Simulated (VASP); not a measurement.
Crystal: MgS (Niningerite).

```xyz
2
Lattice="0.0000 2.6016 2.6016 2.6016 0.0000 2.6016 2.6016 2.6016 0.0000" Properties=species:S:1:pos:R:3 pbc="T T T"
S     2.6016    2.6016    2.6016
Mg    0.0000    0.0000    0.0000
```

| Property | Result |
| --- | --- |
| Program | VASP 6.6.1 |
| Task | relaxation of cell and atoms |
| Functional | RPBE |
| Dispersion | D3(BJ) |
| Potentials or basis | VASP PAW PBE potentials, release 64 (S, Mg) |
| Cutoff | 600 eV |
| k mesh | 9 × 9 × 9 |
| Occupations | fermi-dirac, width 0.05 eV |
| Spin | no spin polarisation |

At the start: pressure -13.6 GPa; volume 17.61 Å³/atom.

**Question.** Where does the relaxation end?

**Answer.** Over 3 steps the energy falls by 137.4 meV/atom and the volume is 14.80 Å³/atom (-15.9 %); space group Fm-3m (No. 225, to 0.05 Å).

The path:
```csv
step,energy change (eV),largest force (eV/Å),pressure (GPa),volume (Å³)
1,0.0000,0.0000,-13.59,35.22
2,-0.2472,0.0000,6.29,28.14
3,-0.2748,0.0000,0.04,29.60
```

Final structure:
```
S Mg
1.0
     0.00000    2.45526    2.45526
     2.45526    0.00000    2.45526
     2.45526    2.45526    0.00000
S Mg
1 1
Direct
  0.50000 0.50000 0.50000
  0.00000 0.00000 0.00000
```

Caveat: the volume moved by over 15 % at a fixed basis, so the end points are rough; the PAW data sets were made with another functional, which shifts forces and pressure a little; the volume moved by -16 % from the deposited cell, more than functionals usually miss.
